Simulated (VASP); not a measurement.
Set up this calculation in VASP 6.6.1, as the native input.

- Task: single point
- Functional: PBEsol
- Potentials or basis: VASP PAW PBE potentials, release 64 (Cs_sv)
- Cutoff: 520 eV
- k mesh: 12 × 12 × 12
- Occupations: gaussian, width 0.15 eV
- Spin: no spin polarisation
- Dipole correction: no
- Further INCAR settings: ALGO = Normal; EDIFF = 1e-06; NBANDS = 10

The structure of Cs lies in POSCAR:

```
Cs
1.0
   -1.6581971036      3.3163942073      3.3163942073
    3.3163942073     -1.6581971036      3.3163942073
    3.3163942073      3.3163942073     -1.6581971036
Cs
1
Direct
    0.0000000000      0.0000000000      0.0000000000
```

This isn't the form of Cs at room conditions, which is bcc.

This cell differs from its parent crystal: ratio of the length along [111] to the lengths across it x 0.5, volume and fractional coordinates fixed.

The input as run:

INCAR

```
  PREC = Accurate
  ENCUT = 520
  EDIFF = 1E-6
  ISMEAR = 0
  SIGMA = 0.15
  LREAL = False
  LASPH = True
  NELM = 60
  ALGO = Normal
  ISIF = 2
  LWAVE = False
  LCHARG = False
  GGA = PS
  NBANDS = 10
```

KPOINTS

```
regular mesh
0
Gamma
  12 12 12
```

Potentials or basis: VASP PAW PBE potentials, release 64 (Cs_sv).

Run with:

```sh
$ cat potpaw_PBE.64/Cs_sv/POTCAR > POTCAR
$ mpirun -np 1 vasp_std > vasp.out
```

Results of the run:

```yaml
Pressure: -0.1 GPa
Band_gap_on_the_k_mesh: zero (an odd number of electrons rules out a gap without spin polarisation)
```

Caveat: the PAW data sets were made with another functional, which shifts forces and pressure a little; spin-orbit coupling is left out, which moves the levels of the heavy elements.

Wall time 34 s on 1 thread of Oxide Virtual Turin-like Processor (shared host), peak memory 0.25 GiB.
